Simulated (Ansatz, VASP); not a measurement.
# Two plane-wave programs on K2Ta

```xyz
6
Lattice="0.0000 4.5464 4.5464 4.5464 0.0000 4.5464 4.5464 4.5464 0.0000" Properties=species:S:1:pos:R:3 pbc="T T T"
K     5.6830    5.6830    5.6830
K     5.6830    3.4098    3.4098
K     3.4098    3.4098    5.6830
K     3.4098    5.6830    3.4098
Ta    0.0000    0.0000    0.0000
Ta    2.2732    2.2732    2.2732
```

Alike in both runs: functional PBE; k mesh 8 × 8 × 8; occupations gaussian, width 0.1 eV; no spin polarisation.

Ansatz relaxed the structure, and its values are those at the end. VASP's run is a single point on that final structure, the one shown.

```csv
,VASP,Ansatz
version,VASP 6.6.1,Ansatz 0.2.0
potentials or method,"VASP PAW PBE potentials, release 64 (K_sv, Ta_pv), cutoff 520 eV","scalar-relativistic, plane waves, PAW"
valence electrons in the cell,58,62
```

```csv
,VASP,Ansatz,Ansatz less VASP
gap on the k mesh at the Fermi level (eV),none,none,-
pressure (GPa),0.1,0.0,-0.05
```

A gap of «none» marks a metal or a gap that the smearing closes. With one functional, cell and mesh, what is left measures potentials, basis and numerics. VASP's potentials hold 58 valence electrons a cell and Ansatz's 62, so a difference there can come from the potentials and not from the codes.

Spin-orbit coupling is off throughout.
